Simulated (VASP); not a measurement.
Set up this calculation in VASP 6.6.1, as the native input.

```yaml
Task: single point
Functional: PBEsol
Potentials_or_basis: VASP PAW PBE potentials, release 64 (Ba_sv, Re_sv_GW)
Cutoff: 500 eV
k_mesh: 8 × 8 × 8
Occupations: gaussian, width 0.05 eV
Spin: no spin polarisation
Dipole_correction: no
Further_INCAR_settings: ALGO = Normal; EDIFF = 1e-06; NBANDS = 20
```

The structure of BaRe lies in POSCAR:

```
BaRe
1.0
    3.6152710177      0.0000000000      0.0000000000
    0.0000000000      3.6152710177      0.0000000000
    0.0000000000      0.0000000000      3.6152710177
Ba Re
1 1
Direct
    0.0000000000      0.0000000000      0.0000000000
    0.5000000000      0.5000000000      0.5000000000
```

These files were run (other wordings do the same):

INCAR

```
PREC = Accurate
ENCUT = 500
EDIFF = 1E-6
ISMEAR = 0
SIGMA = 0.05
LREAL = F
LASPH = T
NELM = 120
ALGO = Normal
ISIF = 2
LWAVE = F
LCHARG = F
GGA = PS
NBANDS = 20
GGA_COMPAT = F
```

KPOINTS

```
Automatic mesh
0
Gamma
  8 8 8
```

Potentials or basis: VASP PAW PBE potentials, release 64 (Ba_sv, Re_sv_GW).

Launch:

```sh
$ cat potpaw_PBE.64/Ba_sv/POTCAR potpaw_PBE.64/Re_sv_GW/POTCAR > POTCAR
$ mpirun -np 1 vasp_std > vasp.out
```

Results of the run:

```json
{
 "Pressure": "1.9 GPa",
 "Band gap on the k mesh": "zero (an odd number of electrons rules out a gap without spin polarisation)"
}
```

Caveat: the PAW data sets were made with another functional, which shifts forces and pressure a little; spin-orbit coupling is left out, which moves the levels of the heavy elements.

Run time: 88 s on 1 thread of AMD EPYC 7R43 64-Core Processor (Zen 3), with other jobs on the host, peak memory 0.15 GiB.
